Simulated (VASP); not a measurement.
# Si (Fmmm) in VASP: a series of runs

The runs below take Si through single point, with r2SCAN, HSE06.

Everything below comes from runs of VASP 6.6.1. Logs are shortened: lines on timing, memory, paths and dates and some standing lists are left out, and cuts for length are marked.

## (1) The cell of the first run

Symmetry: Fmmm, No. 69, orthorhombic system. Conventional cell: a = 4.940 Å, b = 5.424 Å, c = 9.469 Å, α = 90.00°, β = 90.00°, γ = 90.00°. Within 3.3 Å of Si (site symmetry mm2) lie 8 Si at 2.53 to 2.92 Å. Si (site symmetry m2m) has 8 Si at 2.47 to 2.96 Å within 3.3 Å.

## (2) Single point, r2SCAN

POSCAR reads:

```
Si
1.0
    0.0000000000      2.7120665965      4.7343106532
    2.4697752800      0.0000000000      4.7343106532
    2.4697752800      2.7120665965      0.0000000000
Si
4
Direct
    0.2202307000      0.2202307000      0.7797693000
    0.7797693000      0.7797693000      0.2202307000
    0.2726057200      0.7273942800      0.2726057200
    0.7273942800      0.2726057200      0.7273942800
```

INCAR.step1 reads:

```
SYSTEM = Si
  PREC = Accurate
  ENCUT = 520
  ISMEAR = -1
  SIGMA = 0.05
  LREAL = .False.
  LASPH = .True.
  NELM = 60
  NBANDS = 16
  GGA = PE
  ALGO = Normal
  EDIFF = 1E-4
  LWAVE = .True.
  LCHARG = .False.
```

INCAR.step2 reads:

```
SYSTEM = Si
  PREC = Accurate
  ENCUT = 520
  EDIFF = 1E-6
  ISMEAR = -1
  SIGMA = 0.05
  LREAL = .False.
  LASPH = .True.
  NELM = 60
  ALGO = Normal
  ISIF = 2
  LWAVE = .False.
  LCHARG = .True.
  METAGGA = R2SCAN
  LMIXTAU = .True.
  LELF = .True.
  LVHAR = .True.
  NBANDS = 16
  ISTART = 1
```

KPOINTS reads:

```
Automatic mesh
0
Gamma
  8 8 8
  0 0 0
```

Potentials or basis: VASP PAW PBE potentials, release 64 (Si).

Command:

```console
$ cat potpaw_PBE.64/Si/POTCAR > POTCAR
$ cp INCAR.step1 INCAR
$ mpirun -np 1 vasp_std > vasp.out
$ cp INCAR.step2 INCAR
$ mpirun -np 1 vasp_std > vasp.out
```

OUTCAR:

```text
SYSTEM = Si
   PREC = Accurate
   ENCUT = 520
   EDIFF = 1E-6
   ISMEAR = -1
   LREAL = .False.
   LASPH = .True.
   NELM = 60
   ISIF = 2
   METAGGA = R2SCAN
   ISTART = 1

 ion  position               nearest neighbor table
   1  0.220  0.220  0.780-   2 2.53   2 2.53   3 2.56   4 2.56   2 2.77   2 2.77   4 2.92   3 2.92

   2  0.780  0.780  0.220-   1 2.53   1 2.53   3 2.56   4 2.56   1 2.77   1 2.77   4 2.92   3 2.92

   3  0.273  0.727  0.273-   4 2.47   4 2.48   4 2.48   2 2.56   1 2.56   1 2.92   2 2.92   4 2.96

   4  0.727  0.273  0.727-   3 2.47   3 2.48   3 2.48   2 2.56   1 2.56   2 2.92   1 2.92   3 2.96

  LATTYP: Found a face centered orthorhombic cell.
 ALAT       =     4.9395505600
 B/A-ratio  =     1.0981025758
 C/A-ratio  =     1.9168993598

  Lattice vectors:

 A1 = (   0.0000000000,   2.7120665965,   4.7343106532)
 A2 = (   2.4697752800,   0.0000000000,   4.7343106532)
 A3 = (   2.4697752800,   2.7120665965,   0.0000000000)

Analysis of symmetry for initial positions (statically):
=====================================================================
 Subroutine PRICEL returns:
 Original cell was already a primitive cell.

 Routine SETGRP: Setting up the symmetry group for a
 face centered orthorhombic supercell.

 Subroutine GETGRP returns: Found  8 space group operations
 (whereof  8 operations were pure point group operations)
 out of a pool of  8 trial point group operations.

The static configuration has the point symmetry D_2h.

Analysis of symmetry for dynamics (positions and initial velocities):
=====================================================================
 Subroutine PRICEL returns:
 Original cell was already a primitive cell.

 Routine SETGRP: Setting up the symmetry group for a
 face centered orthorhombic supercell.

 Subroutine GETGRP returns: Found  8 space group operations
 (whereof  8 operations were pure point group operations)
 out of a pool of  8 trial point group operations.

The dynamic configuration has the point symmetry D_2h.

 Subroutine INISYM returns: Found  8 space group operations
 (whereof  8 operations are pure point group operations),
 and found     1 'primitive' translations

----------------------------------------------------------------------------------------

                                     Primitive cell

  volume of cell :      63.4227

  direct lattice vectors                    reciprocal lattice vectors
     0.000000000  2.712066597  4.734310653    -0.202447568  0.184361254  0.105611996
     2.469775280  0.000000000  4.734310653     0.202447568 -0.184361254  0.105611996
     2.469775280  2.712066597  0.000000000     0.202447568  0.184361254 -0.105611996

  length of vectors
     5.456097743  5.339802177  3.668118749     0.293475696  0.293475696  0.293475696

  position of ions in fractional coordinates (direct lattice)
     0.220230700  0.220230700  0.779769300
     0.779769300  0.779769300  0.220230700
     0.272605720  0.727394280  0.272605720
     0.727394280  0.272605720  0.727394280

  ion indices of the primitive-cell ions
   primitive index   ion index
                 1           1
                 2           2
                 3           3
                 4           4

----------------------------------------------------------------------------------------

 KPOINTS: Automatic mesh

Automatic generation of k-mesh.
 Grid dimensions read from file:
 generate k-points for:    8    8    8

 Generating k-lattice:

  Cartesian coordinates                     Fractional coordinates (reciprocal lattice)
    -0.025305946  0.023045157  0.013201500     0.125000000  0.000000000  0.000000000
     0.025305946 -0.023045157  0.013201500     0.000000000  0.125000000  0.000000000
     0.025305946  0.023045157 -0.013201500     0.000000000  0.000000000  0.125000000

  Length of vectors
     0.036684462  0.036684462  0.036684462

  Shift w.r.t. Gamma in fractional coordinates (k-lattice)
     0.000000000  0.000000000  0.000000000

 Subroutine IBZKPT returns following result:
 ===========================================

 Found     95 irreducible k-points:

 Following reciprocal coordinates:
            Coordinates               Weight
  0.000000  0.000000  0.000000      1.000000
  0.125000  0.000000  0.000000      8.000000
  0.250000  0.000000  0.000000      8.000000
  0.375000  0.000000  0.000000      8.000000
  0.500000  0.000000  0.000000      4.000000
  0.125000  0.125000  0.000000      2.000000
[... 16 lines left out ...]
  0.250000  0.000000  0.125000      8.000000
  0.375000  0.000000  0.125000      8.000000
 [... further k-points ...]
   k-points           NKPTS =     95   k-points in BZ     NKDIM =     95   number of bands    NBANDS=     16
   number of dos      NEDOS =    301   number of ions     NIONS =      4
   total plane-waves  NPLWV =  47040
   dimension x,y,z NGX =    42 NGY =   40 NGZ =   28
   dimension x,y,z NGXF=    84 NGYF=   80 NGZF=   56
   ions per type =               4
   NGX,Y,Z   is equivalent  to a cutoff of  12.80, 12.45, 12.69 a.u.
   NGXF,Y,Z  is equivalent  to a cutoff of  25.59, 24.91, 25.38 a.u.
 SYSTEM =  Si
   PREC   = accura    normal or accurate (medium, high low for compatibility)
   ISTART =      1    job   : 0-new  1-cont  2-samecut
   ICHARG =      0    charge: 1-file 2-atom 10-const
   ISPIN  =      1    spin polarized calculation?
   LNONCOLLINEAR =      F non collinear calculations
   LSORBIT =      F    spin-orbit coupling
   LASPH  =      T    aspherical Exc in radial PAW
   ENCUT  =  520.0 eV  38.22 Ry    6.18 a.u.  10.14  9.93  6.82*2*pi/ulx,y,z
   NELM   =     60;   NELMIN=  2; NELMDL=  0     # of ELM steps
   EDIFF  = 0.1E-05   stopping-criterion for ELM
   LREAL  =      F    real-space projection
   EDIFFG = 0.1E-04   stopping-criterion for IOM
   NSW    =      0    number of steps for IOM
   IBRION =     -1    ionic relax: 0-MD 1-quasi-New 2-CG
   NFREE  =      0    steps in history (QN), initial steepest desc. (CG)
   ISIF   =      2    stress and relaxation
   ISYM   =      2    0-nonsym 1-usesym 2-fastsym
   POTIM  = 0.5000    time-step for ionic-motion
   TEBEG  =    0.0;   TEEND  =   0.0 temperature during run
   PSTRESS=    0.0 pullay stress
   NELECT =      16.0000    total number of electrons
   NUPDOWN=      -1.0000    fix difference up-down
   EMIN   =  10.00;   EMAX   =-10.00  energy-range for DOS
   EFERMI =   0.00;   METHOD = LEGACY
   ISMEAR =    -1;   SIGMA  =   0.05  broadening in eV -4-tet -1-fermi 0-gaus
   EFERMI_NEDOS =   21; number of points for ismear=-14 and -15
   IALGO  =     38    algorithm
   IMIX   =      4    mixing-type and parameters
     AMIX     =   0.40;   BMIX     =  1.00
     AMIX_MAG =   1.60;   BMIX_MAG =  1.00
  volume/ion in A,a.u.               =      15.86       107.00
  Fermi-wavevector in a.u.,A,eV,Ry     =   1.034427  1.954784 14.558776  1.070040
  Thomas-Fermi vector in A             =   2.168722
   LORBIT       =      0    0 simple, 1 ext, 2 COOP (PROOUT), +10 PAW based schemes
   METAGGA = R2SCAN    functional components
   LHFCALC =     F    Hartree Fock is set to
   AEXX    =    0.0000 exact exchange contribution
   IVDW    =     0    specifies the selected vdW correction
   LEPSILON=     F    determine dielectric tensor
   LRPA    =     F    only Hartree local field effects (RPA)
 non-spin polarized calculation
  energy-cutoff  :      520.00
  volume of cell :       63.42
 maximum number of plane-waves:      1723
 NGX is ok and might be reduce to    42
   NGX = 21   NGY = 19   NGZ = 13

 number of electron      16.0000000 magnetization

 Free energy of the ion-electron system (eV)
  ---------------------------------------------------
  ext. energy  EPLUGINS =         0.00000000
  ---------------------------------------------------
  free energy    TOTEN  =       -33.30331556 eV

  energy without entropy =      -33.29133297  energy(sigma->0) =      -33.29732427

 E-fermi :   8.6416     XC(G=0): -11.3126

 val. band max:        8.6304208570   @ k =   0.3750   0.2500   0.0000
 cond. band min:       8.6443576816   @ k =   0.5000   0.5000   0.0000
 fundamental gap:      0.0139368245
 Fermi energy:         8.6416377708

 k-point     1 :       0.0000    0.0000    0.0000
  band No.  band energies     occupation
      1      -5.4794      2.00000
      2       0.6607      2.00000
      3       1.7912      2.00000
      4       5.8109      2.00000
      5       6.2684      2.00000
      6       6.3072      2.00000
[... 8 lines left out ...]
     15      17.2305      0.00000
     16      17.2933      0.00000

 k-point     2 :       0.1250    0.0000    0.0000
  band No.  band energies     occupation
      1      -5.2757      2.00000
      2       0.4291      2.00000
      3       2.3734      2.00000
      4       4.0600      2.00000
      5       4.9196      2.00000
      6       6.1090      2.00000
[... 8 lines left out ...]
     15      16.7155      0.00000
     16      17.3753      0.00000

 k-point     3 :       0.2500    0.0000    0.0000
  band No.  band energies     occupation
      1      -4.6665      2.00000
      2       0.2739      2.00000
      3       1.6148      2.00000
      4       3.2479      2.00000
      5       3.8327      2.00000
      6       6.3227      2.00000
[... 8 lines left out ...]
     15      15.5848      0.00000
     16      16.8701      0.00000

 k-point     4 :       0.3750    0.0000    0.0000
  band No.  band energies     occupation
      1      -3.6573      2.00000
      2      -0.4804      2.00000
      3       0.4428      2.00000
      4       2.0418      2.00000
      5       5.4028      2.00000
      6       6.7135      2.00000
[... 8 lines left out ...]
     15      16.5013      0.00000
     16      16.6360      0.00000
[... 324 lines left out ...]
 k-point    22 :       0.1250    0.0000    0.1250
  band No.  band energies     occupation
      1      -5.1562      2.00000
      2       0.9572      2.00000
      3       2.0713      2.00000
      4       4.0586      2.00000
      5       4.5404      2.00000
      6       5.4406      2.00000
[... 8 lines left out ...]
     15      17.1079      0.00000
     16      17.1607      0.00000

 k-point    23 :       0.2500    0.0000    0.1250
  band No.  band energies     occupation
      1      -4.6308      2.00000
      2       1.0165      2.00000
      3       2.1234      2.00000
      4       2.9097      2.00000
      5       3.3875      2.00000
      6       5.4982      2.00000
[... 8 lines left out ...]
     15      15.6137      0.00000
     16      16.3675      0.00000

 k-point    24 :       0.3750    0.0000    0.1250
  band No.  band energies     occupation
      1      -3.7040      2.00000
      2       0.0841      2.00000
      3       1.0932      2.00000
      4       1.8887      2.00000
      5       4.6003      2.00000
      6       6.1969      2.00000
[... 8 lines left out ...]
     15      16.1020      0.00000
     16      16.4987      0.00000

 [... further k-points ...]

------------------------ aborting loop because EDIFF is reached ----------------------------------------

  FORCE on cell =-STRESS in cart. coord.  units (eV):
  Direction    XX          YY          ZZ          XY          YZ          ZX
  --------------------------------------------------------------------------------------
  -------------------------------------------------------------------------------------
  Total       -1.5094083     -1.3606458     -1.5498038      0.0000000      0.0000000      0.0000000
  in kB      -38.1305257    -34.3724997    -39.1509924      0.0000000      0.0000000      0.0000000
  external PRESSURE =     -37.2180059 kB  Pullay stress =       0.0000000 kB

 VOLUME and BASIS-vectors are now :
 -----------------------------------------------------------------------------
  energy-cutoff  :      520.00
  volume of cell :       63.42
      direct lattice vectors                 reciprocal lattice vectors
     0.000000000  2.712066597  4.734310653    -0.202447568  0.184361254  0.105611996
     2.469775280  0.000000000  4.734310653     0.202447568 -0.184361254  0.105611996
     2.469775280  2.712066597  0.000000000     0.202447568  0.184361254 -0.105611996

 POSITION                                       TOTAL-FORCE (eV/Angst)
 -----------------------------------------------------------------------------------
      2.46978      2.71207      2.08528         0.000000      0.000000     -0.035910
      2.46978      2.71207      7.38334         0.000000      0.000000      0.035910
      2.46978      1.47865      4.73431         0.000000     -0.025032      0.000000
      2.46978      3.94548      4.73431         0.000000      0.025032      0.000000
 -----------------------------------------------------------------------------------
    total drift:                                0.000000      0.000000     -0.000000

  FREE ENERGIE OF THE ION-ELECTRON SYSTEM (eV)
  ---------------------------------------------------
  free  energy   TOTEN  =       -33.3033155639 eV

  energy  without entropy=      -33.2913329737  energy(sigma->0) =      -33.29732427
```

It took 3.3 min on 1 thread of AMD EPYC 9R45 (Zen 5), shared host; peak memory 0.21 GiB.

What came out:

```yaml
Free_energy: -33.3033 eV
Pressure: -3.7 GPa
Largest_force: 0.036 eV/Å
Band_gap_on_the_k_mesh: zero (bands 8 and 9 overlap by 3.69 eV)
```

Forces in eV/Å, atoms in the order of the input:
```
Si   0.000  0.000 -0.036
Si   0.000  0.000  0.036
Si   0.000 -0.025  0.000
Si   0.000  0.025  0.000
```

Caveat: the cell stands under tension; the PAW data sets were made with another functional, which shifts forces and pressure a little.

## (3) Single point, HSE06

This run uses another cell than the first one, of 14.96 Å³/atom.

POSCAR reads:

```
Si
1.0
    0.0000000000      2.6598984800      4.6432435421
    2.4222677723      0.0000000000      4.6432435421
    2.4222677723      2.6598984800      0.0000000000
Si
4
Direct
    0.2202307000      0.2202307000      0.7797693000
    0.7797693000      0.7797693000      0.2202307000
    0.2726057200      0.7273942800      0.2726057200
    0.7273942800      0.2726057200      0.7273942800
```

INCAR.step1 reads:

```
SYSTEM = Si
ALGO     = Normal         ! electronic algorithm
EDIFF    = 1E-5           ! SCF threshold, eV
ENCUT    = 400            ! plane-wave cutoff, eV
GGA      = PE             ! functional
GGA_COMPAT= .FALSE.      
ISIF     = 2              ! what is computed and relaxed
ISMEAR   = -1             ! smearing method
KPAR     = 4            
LASPH    = .TRUE.         ! aspherical terms in the spheres
LCHARG   = .FALSE.        ! write CHGCAR
LREAL    = .FALSE.        ! projectors in reciprocal space
LWAVE    = .TRUE.         ! write WAVECAR
NBANDS   = 16             ! bands
NELM     = 120            ! most SCF steps
PREC     = Accurate       ! precision mode
SIGMA    = 0.05           ! smearing width, eV
```

INCAR.step2 reads:

```
SYSTEM = Si
ALGO     = Normal         ! electronic algorithm
EDIFF    = 1E-6           ! SCF threshold, eV
ENCUT    = 400            ! plane-wave cutoff, eV
GGA      = PE             ! functional
GGA_COMPAT= .FALSE.      
HFSCREEN = 0.2079         ! screening, 1/A
ISIF     = 2              ! what is computed and relaxed
ISMEAR   = -1             ! smearing method
ISTART   = 1            
KPAR     = 4            
LASPH    = .TRUE.         ! aspherical terms in the spheres
LCHARG   = .FALSE.        ! write CHGCAR
LHFCALC  = .TRUE.         ! exact exchange
LREAL    = .FALSE.        ! projectors in reciprocal space
LWAVE    = .FALSE.        ! write WAVECAR
NBANDS   = 16             ! bands
NELM     = 120            ! most SCF steps
PREC     = Accurate       ! precision mode
PRECFOCK = Normal       
SIGMA    = 0.05           ! smearing width, eV
```

KPOINTS reads:

```
k-points
0
G
  6 6 6
  0 0 0
```

Potentials or basis: VASP PAW PBE potentials, release 64 (Si).

Command:

```console
$ cat potpaw_PBE.64/Si/POTCAR > POTCAR
$ cp INCAR.step1 INCAR
$ mpirun -np 4 vasp_std > vasp.out
$ cp INCAR.step2 INCAR
$ mpirun -np 4 vasp_std > vasp.out
```

Wall time 38 min (4 MPI ranks of Intel Xeon Platinum 8259CL at 2.50GHz (Skylake/Cascade Lake), shared host); peak memory 0.28 GiB.

It converged, with:

| Quantity | Value |
| --- | --- |
| Free energy | -23.4698 eV |
| Pressure | 1.0 GPa |
| Largest force | 0.041 eV/Å |
| Band gap on the k mesh | zero (bands 8 and 9 overlap by 4.58 eV) |

Forces on the atoms (eV/Å):
```
Si   0.000  0.000 -0.010
Si   0.000  0.000  0.010
Si   0.000  0.041  0.000
Si   0.000 -0.041  0.000
```

Stress tensor (GPa, compression positive):
```
 0.95  0.00  0.00
 0.00 -0.40  0.00
 0.00  0.00  2.59
```

Levels at points of the mesh, in eV from the Fermi level:
| k point | band 6 | band 7 | band 8 | band 9 | band 10 | band 11 |
| --- | --- | --- | --- | --- | --- | --- |
| (0.00, 0.00, 0.00) | -2.82 | -2.45 | -2.16 | -1.48 | 1.42 | 2.03 |
| (0.50, 0.00, 0.00) | -1.71 | -1.65 | 0.22 | 0.32 | 0.48 | 3.41 |
| (0.50, 0.50, 0.00) | -3.01 | -0.21 | 1.04 | 1.98 | 3.15 | 3.28 |
| (0.50, 0.00, 0.50) | -6.12 | -3.57 | -3.01 | -2.43 | -2.07 | 5.73 |
| (0.00, 0.50, 0.50) | -7.52 | -3.05 | -2.65 | -2.05 | 1.49 | 5.08 |

Caveat: the PAW data sets were made with another functional, which shifts forces and pressure a little.

The gap in the log of VASP goes by the Fermi energy; the results here count the filled bands.